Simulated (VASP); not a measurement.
**GaN: elastic constants with LDA**

The system is GaN.

```
Ga N
1.0
     0.00000    2.25350    2.25350
     2.25350    0.00000    2.25350
     2.25350    2.25350    0.00000
Ga N
1 1
Direct
  0.00000 0.00000 0.00000
  0.25000 0.25000 0.25000
```

```json
{
  "Program": "VASP 6.6.1",
  "Task": "elastic constants",
  "Functional": "LDA",
  "Potentials or basis": "VASP PAW LDA potentials, release 64 (Ga_d, N)",
  "Cutoff": "600 eV",
  "k mesh": "7 × 7 × 7",
  "Occupations": "gaussian, width 0.01 eV",
  "Spin": "no spin polarisation",
  "Dipole correction": "no",
  "Ions in elastic constants": "relaxed",
  "Further INCAR settings": "ALGO = Normal; EDIFF = 1e-08; NBANDS = 16; IBRION = 6; POTIM = 0.015; NSW = 1; ISIF = 3"
}
```

| Property | Result |
| --- | --- |
| Elastic constants C11, C12, C44 | 269, 138, 155 GPa |
| Voigt bulk modulus | 182 GPa |
| Highest phonon frequency at Γ, LO-TO splitting left out | 529 cm⁻¹ |

Phonon frequencies in cm⁻¹ (negative: imaginary):
```tsv
q point	frequencies
(0.000, 0.000, 0.000)	0 0 0 529 529 529
```

Elastic tensor in Voigt notation (GPa, in the Cartesian axes of the cell as first typed):
```
269 138 138   0   0   0
138 269 138   0   0   0
138 138 269   0   0   0
  0   0   0 155   0   0
  0   0   0   0 155   0
  0   0   0   0   0 155
```

Clamped-ion elastic tensor (GPa):
```
269 138 138   0   0   0
138 269 138   0   0   0
138 138 269   0   0   0
  0   0   0 188   0   0
  0   0   0   0 188   0
  0   0   0   0   0 188
```

It took 3.7 min on 1 thread of Intel(R) Xeon(R) Platinum 8488C (Sapphire Rapids) (shared host), peak memory 0.21 GiB.

Caveat: the cell is under stress, which shifts elastic constants.
